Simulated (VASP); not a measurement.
# Sc3Al (P4/mmm) in VASP: a series of runs

Sc3Al is run at these levels: PBEsol; tasks: single point.

Everything below comes from runs of VASP 6.6.1. Logs are shortened: lines on timing, memory, paths and dates and some standing lists are left out, and cuts for length are marked.

### 1 The cell of the first run

The structure is tetragonal, space group P4/mmm (No. 123). Conventional cell: a = 4.435 Å, b = 4.435 Å, c = 4.257 Å, α = 90.00°, β = 90.00°, γ = 90.00°. Sc (site symmetry mmm) has 8 Sc at 3.07 to 3.14 Å and 4 Al at 3.07 Å within 4.0 Å. Within 4.0 Å of Sc (site symmetry 4/mmm) lie 8 Sc at 3.07 Å and 4 Al at 3.14 Å. Within 4.0 Å of Al (site symmetry 4/mmm) lie 12 Sc at 3.07 to 3.14 Å.

### 2 Single point, PBEsol

INCAR

```
SYSTEM = Sc3Al
PREC     = Accurate       ! precision mode
ENCUT    = 520            ! plane-wave cutoff, eV
EDIFF    = 1E-6           ! SCF threshold, eV
ISMEAR   = 0              ! smearing method
SIGMA    = 0.15           ! smearing width, eV
LREAL    = .False.        ! projectors in reciprocal space
LASPH    = .True.         ! aspherical terms in the spheres
NELM     = 80             ! most SCF steps
ALGO     = Fast           ! electronic algorithm
ISIF     = 2              ! what is computed and relaxed
LWAVE    = .False.        ! write WAVECAR
LCHARG   = .True.         ! write CHGCAR
GGA      = PS             ! functional
LELF     = .True.         ! ELF
LVHAR    = .True.       
NBANDS   = 26             ! bands
```

KPOINTS

```
Automatic mesh
0
Gamma
  12 12 12
  0 0 0
```

POSCAR

```
Sc3Al
1.0
    4.4347311446      0.0000000000      0.0000000000
    0.0000000000      4.4347311446      0.0000000000
    0.0000000000      0.0000000000      4.2573418988
Sc Al
3 1
Direct
    0.5000000000      0.0000000000      0.5000000000
    0.0000000000      0.5000000000      0.5000000000
    0.5000000000      0.5000000000      0.0000000000
    0.0000000000      0.0000000000      0.0000000000
```

Potentials or basis: VASP PAW PBE potentials, release 64 (Sc_sv, Al).

Launch:

```console
$ cat potpaw_PBE.64/Sc_sv/POTCAR potpaw_PBE.64/Al/POTCAR > POTCAR
$ mpirun -np 1 vasp_std > vasp.out
```

OUTCAR:

```text
SYSTEM = Sc3Al
   PREC = Accurate
   ENCUT = 520
   EDIFF = 1E-6
   ISMEAR = 0
   LREAL = .False.
   LASPH = .True.
   NELM = 80
   ISIF = 2
   GGA = PS

 ion  position               nearest neighbor table
   1  0.500  0.000  0.500-   3 3.07   4 3.07   3 3.07   4 3.07   3 3.07   3 3.07   4 3.07   4 3.07
                             2 3.14   2 3.14   2 3.14   2 3.14
   2  0.000  0.500  0.500-   3 3.07   4 3.07   3 3.07   4 3.07   4 3.07   4 3.07   3 3.07   3 3.07
                             1 3.14   1 3.14   1 3.14   1 3.14
   3  0.500  0.500  0.000-   1 3.07   2 3.07   1 3.07   2 3.07   1 3.07   1 3.07   2 3.07   2 3.07
                             4 3.14   4 3.14   4 3.14   4 3.14
   4  0.000  0.000  0.000-   1 3.07   2 3.07   1 3.07   2 3.07   2 3.07   2 3.07   1 3.07   1 3.07
                             3 3.14   3 3.14   3 3.14   3 3.14

  LATTYP: Found a simple tetragonal cell.
 ALAT       =     4.4347311446
 C/A-ratio  =     0.9600000000

  Lattice vectors:

 A1 = (   4.4347311446,   0.0000000000,   0.0000000000)
 A2 = (   0.0000000000,   4.4347311446,   0.0000000000)
 A3 = (   0.0000000000,   0.0000000000,   4.2573418988)

Analysis of symmetry for initial positions (statically):
=====================================================================
 Subroutine PRICEL returns:
 Original cell was already a primitive cell.

 Routine SETGRP: Setting up the symmetry group for a
 simple tetragonal supercell.

 Subroutine GETGRP returns: Found 16 space group operations
 (whereof 16 operations were pure point group operations)
 out of a pool of 16 trial point group operations.

The static configuration has the point symmetry D_4h.

Analysis of symmetry for dynamics (positions and initial velocities):
=====================================================================
 Subroutine PRICEL returns:
 Original cell was already a primitive cell.

 Routine SETGRP: Setting up the symmetry group for a
 simple tetragonal supercell.

 Subroutine GETGRP returns: Found 16 space group operations
 (whereof 16 operations were pure point group operations)
 out of a pool of 16 trial point group operations.

The dynamic configuration has the point symmetry D_4h.

 Subroutine INISYM returns: Found 16 space group operations
 (whereof 16 operations are pure point group operations),
 and found     1 'primitive' translations

----------------------------------------------------------------------------------------

                                     Primitive cell

  volume of cell :      83.7285

  direct lattice vectors                    reciprocal lattice vectors
     4.434731145  0.000000000  0.000000000     0.225492813  0.000000000  0.000000000
     0.000000000  4.434731145  0.000000000     0.000000000  0.225492813  0.000000000
     0.000000000  0.000000000  4.257341899     0.000000000  0.000000000  0.234888347

  length of vectors
     4.434731145  4.434731145  4.257341899     0.225492813  0.225492813  0.234888347

  position of ions in fractional coordinates (direct lattice)
     0.500000000  0.000000000  0.500000000
     0.000000000  0.500000000  0.500000000
     0.500000000  0.500000000  0.000000000
     0.000000000  0.000000000  0.000000000

  ion indices of the primitive-cell ions
   primitive index   ion index
                 1           1
                 2           2
                 3           3
                 4           4

----------------------------------------------------------------------------------------

 KPOINTS: Automatic mesh

Automatic generation of k-mesh.
 Grid dimensions read from file:
 generate k-points for:   12   12   12

 Generating k-lattice:

  Cartesian coordinates                     Fractional coordinates (reciprocal lattice)
     0.018791068  0.000000000  0.000000000     0.083333333  0.000000000  0.000000000
     0.000000000  0.018791068  0.000000000     0.000000000  0.083333333  0.000000000
     0.000000000  0.000000000  0.019574029     0.000000000  0.000000000  0.083333333

  Length of vectors
     0.018791068  0.018791068  0.019574029

  Shift w.r.t. Gamma in fractional coordinates (k-lattice)
     0.000000000  0.000000000  0.000000000

 Subroutine IBZKPT returns following result:
 ===========================================

 Found    196 irreducible k-points:

 Following reciprocal coordinates:
            Coordinates               Weight
  0.000000  0.000000  0.000000      1.000000
  0.083333  0.000000  0.000000      4.000000
  0.166667  0.000000  0.000000      4.000000
  0.250000  0.000000  0.000000      4.000000
  0.333333  0.000000  0.000000      4.000000
  0.416667  0.000000  0.000000      4.000000
[... 16 lines left out ...]
  0.333333  0.333333  0.000000      4.000000
  0.416667  0.333333  0.000000      8.000000
 [... further k-points ...]
   k-points           NKPTS =    196   k-points in BZ     NKDIM =    196   number of bands    NBANDS=     26
   number of dos      NEDOS =    301   number of ions     NIONS =      4
   total plane-waves  NPLWV =  41472
   dimension x,y,z NGX =    36 NGY =   36 NGZ =   32
   dimension x,y,z NGXF=    72 NGYF=   72 NGZF=   64
   ions per type =               3   1
   NGX,Y,Z   is equivalent  to a cutoff of  13.50, 13.50, 12.50 a.u.
   NGXF,Y,Z  is equivalent  to a cutoff of  26.99, 26.99, 24.99 a.u.
 SYSTEM =  Sc3Al
   PREC   = accura    normal or accurate (medium, high low for compatibility)
   ISTART =      0    job   : 0-new  1-cont  2-samecut
   ICHARG =      2    charge: 1-file 2-atom 10-const
   ISPIN  =      1    spin polarized calculation?
   LNONCOLLINEAR =      F non collinear calculations
   LSORBIT =      F    spin-orbit coupling
   LASPH  =      T    aspherical Exc in radial PAW
   ENCUT  =  520.0 eV  38.22 Ry    6.18 a.u.   8.25  8.25  7.92*2*pi/ulx,y,z
   NELM   =     80;   NELMIN=  2; NELMDL= -5     # of ELM steps
   EDIFF  = 0.1E-05   stopping-criterion for ELM
   LREAL  =      F    real-space projection
   EDIFFG = 0.1E-04   stopping-criterion for IOM
   NSW    =      0    number of steps for IOM
   IBRION =     -1    ionic relax: 0-MD 1-quasi-New 2-CG
   NFREE  =      0    steps in history (QN), initial steepest desc. (CG)
   ISIF   =      2    stress and relaxation
   ISYM   =      2    0-nonsym 1-usesym 2-fastsym
   POTIM  = 0.5000    time-step for ionic-motion
   TEBEG  =    0.0;   TEEND  =   0.0 temperature during run
   PSTRESS=    0.0 pullay stress
   NELECT =      36.0000    total number of electrons
   NUPDOWN=      -1.0000    fix difference up-down
   EMIN   =  10.00;   EMAX   =-10.00  energy-range for DOS
   EFERMI =   0.00;   METHOD = LEGACY
   ISMEAR =     0;   SIGMA  =   0.15  broadening in eV -4-tet -1-fermi 0-gaus
   EFERMI_NEDOS =   21; number of points for ismear=-14 and -15
   IALGO  =     68    algorithm
   IMIX   =      4    mixing-type and parameters
     AMIX     =   0.40;   BMIX     =  1.00
     AMIX_MAG =   1.60;   BMIX_MAG =  1.00
  volume/ion in A,a.u.               =      20.93       141.26
  Fermi-wavevector in a.u.,A,eV,Ry     =   1.235619  2.334982 20.772758  1.526755
  Thomas-Fermi vector in A             =   2.370261
   LORBIT       =      0    0 simple, 1 ext, 2 COOP (PROOUT), +10 PAW based schemes
   GGA     = PS    functional components
   LHFCALC =     F    Hartree Fock is set to
   AEXX    =    0.0000 exact exchange contribution
   IVDW    =     0    specifies the selected vdW correction
   LEPSILON=     F    determine dielectric tensor
   LRPA    =     F    only Hartree local field effects (RPA)
 non-spin polarized calculation
 RMM-DIIS sequential band-by-band and
 Gauss-broadening in eV      SIGMA  =   0.15
  energy-cutoff  :      520.00
  volume of cell :       83.73
 maximum number of plane-waves:      2280
 NGX is ok and might be reduce to    36

 number of electron      35.9999999 magnetization

 Free energy of the ion-electron system (eV)
  ---------------------------------------------------
  ext. energy  EPLUGINS =         0.00000000
  ---------------------------------------------------
  free energy    TOTEN  =       -24.95262679 eV

  energy without entropy =      -24.89091631  energy(sigma->0) =      -24.92177155

 E-fermi :   4.8474     XC(G=0): -10.3603

 val. band max:        4.8423178546   @ k =   0.3333   0.0833   0.0833
 cond. band min:       4.8476189466   @ k =   0.3333   0.3333   0.0000
 fundamental gap:      0.0053010920
 Fermi energy:         4.8474018069

 k-point     1 :       0.0000    0.0000    0.0000
  band No.  band energies     occupation
      1     -44.2650      2.00000
      2     -44.1489      2.00000
      3     -44.1428      2.00000
      4     -23.1935      2.00000
      5     -23.1935      2.00000
      6     -23.1806      2.00000
[... 18 lines left out ...]
     25       7.3989      0.00000
     26       8.3857      0.00000

 k-point     2 :       0.0833    0.0000    0.0000
  band No.  band energies     occupation
      1     -44.2633      2.00000
      2     -44.1502      2.00000
      3     -44.1432      2.00000
      4     -23.1900      2.00000
      5     -23.1868      2.00000
      6     -23.1763      2.00000
[... 18 lines left out ...]
     25       7.4655      0.00000
     26       8.3184      0.00000

 k-point     3 :       0.1667    0.0000    0.0000
  band No.  band energies     occupation
      1     -44.2584      2.00000
      2     -44.1544      2.00000
      3     -44.1439      2.00000
      4     -23.1798      2.00000
      5     -23.1667      2.00000
      6     -23.1640      2.00000
[... 18 lines left out ...]
     25       7.6155      0.00000
     26       8.1569      0.00000

 k-point     4 :       0.2500    0.0000    0.0000
  band No.  band energies     occupation
      1     -44.2509      2.00000
      2     -44.1615      2.00000
      3     -44.1441      2.00000
      4     -23.1649      2.00000
      5     -23.1454      2.00000
      6     -23.1344      2.00000
[... 18 lines left out ...]
     25       7.7351      0.00000
     26       7.7802      0.00000
[... 496 lines left out ...]
      1     -44.2172      2.00000
      2     -44.1824      2.00000
      3     -44.1565      2.00000
      4     -23.1394      2.00000
      5     -23.0562      2.00000
      6     -23.0531      2.00000
[... 18 lines left out ...]
     25       7.5751      0.00000
     26       7.8574      0.00000

 k-point    23 :       0.3333    0.3333    0.0000
  band No.  band energies     occupation
      1     -44.2210      2.00000
      2     -44.1739      2.00000
      3     -44.1611      2.00000
      4     -23.1578      2.00000
      5     -23.0575      2.00000
      6     -23.0413      2.00000
[... 18 lines left out ...]
     25       7.3952      0.00000
     26       7.6891      0.00000

 k-point    24 :       0.4167    0.3333    0.0000
  band No.  band energies     occupation
      1     -44.2127      2.00000
      2     -44.1789      2.00000
      3     -44.1643      2.00000
      4     -23.1491      2.00000
      5     -23.0688      2.00000
      6     -23.0326      2.00000
[... 18 lines left out ...]
     25       7.4042      0.00000
     26       7.8364      0.00000

 [... further k-points ...]
[... 5 lines left out ...]
  --------------------------------------------------------------------------------------
  -------------------------------------------------------------------------------------
  Total       -0.3859377     -0.3859377      0.9571772      0.0000000      0.0000000      0.0000000
  in kB       -7.3850716     -7.3850716     18.3159657      0.0000000      0.0000000      0.0000000
  external PRESSURE =       1.1819408 kB  Pullay stress =       0.0000000 kB

 VOLUME and BASIS-vectors are now :
 -----------------------------------------------------------------------------
  energy-cutoff  :      520.00
  volume of cell :       83.73
      direct lattice vectors                 reciprocal lattice vectors
     4.434731145  0.000000000  0.000000000     0.225492813  0.000000000  0.000000000
     0.000000000  4.434731145  0.000000000     0.000000000  0.225492813  0.000000000
     0.000000000  0.000000000  4.257341899     0.000000000  0.000000000  0.234888347

 POSITION                                       TOTAL-FORCE (eV/Angst)
 -----------------------------------------------------------------------------------
      2.21737      0.00000      2.12867         0.000000      0.000000      0.000000
      0.00000      2.21737      2.12867         0.000000      0.000000      0.000000
      2.21737      2.21737      0.00000         0.000000      0.000000      0.000000
      0.00000      0.00000      0.00000         0.000000      0.000000      0.000000
 -----------------------------------------------------------------------------------
    total drift:                                0.000000      0.000000      0.000000

  FREE ENERGIE OF THE ION-ELECTRON SYSTEM (eV)
  ---------------------------------------------------
  free  energy   TOTEN  =       -24.9526267864 eV

  energy  without entropy=      -24.8909163057  energy(sigma->0) =      -24.92177155
```

Wall time 3.3 min (1 thread of Intel Xeon 6975P-C (Granite Rapids), shared host); peak memory 0.45 GiB.

Results:

- Free energy: -24.9526 eV
- Pressure: 0.1 GPa
- Band gap on the k mesh: zero (bands 18 and 19 overlap by 1.46 eV)

Stress tensor (GPa, compression positive):
```
-0.74  0.00  0.00
 0.00 -0.74  0.00
 0.00  0.00  1.83
```

Levels at points of the mesh, in eV from the Fermi level:
```
           k point  band 15  band 16  band 17  band 18  band 19  band 20  band 21  band 22
(0.00, 0.00, 0.00)    -1.13    -1.00    -0.50    -0.41    -0.41     0.54     0.54     1.08
(0.50, 0.00, 0.00)    -1.39    -0.91    -0.60     0.07     0.17     0.84     1.07     1.51
(0.50, 0.50, 0.00)    -2.88    -1.56    -0.78     0.39     0.52     0.52     1.25     1.25
(0.00, 0.00, 0.50)    -1.31    -0.89    -0.89     0.14     0.20     0.84     0.84     1.58
(0.50, 0.00, 0.50)    -2.75    -1.42    -1.04     0.16     0.43     0.49     1.06     1.13
(0.50, 0.50, 0.50)    -1.51    -1.49    -1.13    -1.07    -1.07     0.54     1.27     1.54
```

Caveat: the PAW data sets were made with another functional, which shifts forces and pressure a little.

### 3 Single point, PBEsol

This run uses another cell than the first one, of the same volume but with other edges.

INCAR

```
PREC = Accurate
ENCUT = 520
EDIFF = 1E-6
ISMEAR = 0
SIGMA = 0.15
LREAL = False
LASPH = True
NELM = 80
ALGO = Fast
ISIF = 2
LWAVE = False
LCHARG = False
GGA = PS
NBANDS = 26
```

KPOINTS

```
regular mesh
0
Gamma
  12 12 12
```

POSCAR

```
Sc3Al
1.0
    4.3042214474      0.0000000000      0.0000000000
    0.0000000000      4.3042214474      0.0000000000
    0.0000000000      0.0000000000      4.5194325198
Sc Al
3 1
Direct
    0.5000000000      0.0000000000      0.5000000000
    0.0000000000      0.5000000000      0.5000000000
    0.5000000000      0.5000000000      0.0000000000
    0.0000000000      0.0000000000      0.0000000000
```

Potentials or basis: VASP PAW PBE potentials, release 64 (Sc_sv, Al).

Launch:

```console
$ cat potpaw_PBE.64/Sc_sv/POTCAR potpaw_PBE.64/Al/POTCAR > POTCAR
$ mpirun -np 1 vasp_std > vasp.out
```

It took 3 min on 1 thread of Intel Xeon 6975P-C (Granite Rapids), shared host; peak memory 0.45 GiB.

The run converged. Its results:

| Quantity | Value |
| --- | --- |
| Free energy | -24.9431 eV |
| Pressure | 0.1 GPa |
| Band gap on the k mesh | zero (bands 18 and 19 overlap by 1.37 eV) |

Stress tensor (GPa, compression positive):
```
 1.24  0.00  0.00
 0.00  1.24  0.00
 0.00  0.00 -2.10
```

Levels at points of the mesh, in eV from the Fermi level:
| k point | band 15 | band 16 | band 17 | band 18 | band 19 | band 20 | band 21 | band 22 |
| --- | --- | --- | --- | --- | --- | --- | --- | --- |
| (0.00, 0.00, 0.00) | -1.15 | -0.97 | -0.45 | -0.45 | -0.39 | 0.31 | 0.93 | 0.93 |
| (0.50, 0.00, 0.00) | -1.32 | -1.03 | -0.68 | 0.14 | 0.18 | 0.74 | 1.01 | 1.61 |
| (0.50, 0.50, 0.00) | -2.71 | -1.35 | -1.14 | 0.06 | 0.45 | 0.45 | 1.03 | 1.03 |
| (0.00, 0.00, 0.50) | -1.43 | -0.69 | -0.69 | 0.03 | 0.16 | 1.01 | 1.01 | 1.35 |
| (0.50, 0.00, 0.50) | -2.84 | -1.52 | -0.86 | 0.33 | 0.46 | 0.53 | 1.18 | 1.25 |
| (0.50, 0.50, 0.50) | -1.49 | -1.49 | -1.11 | -1.11 | -1.04 | 0.55 | 1.33 | 1.33 |

Caveat: the PAW data sets were made with another functional, which shifts forces and pressure a little.
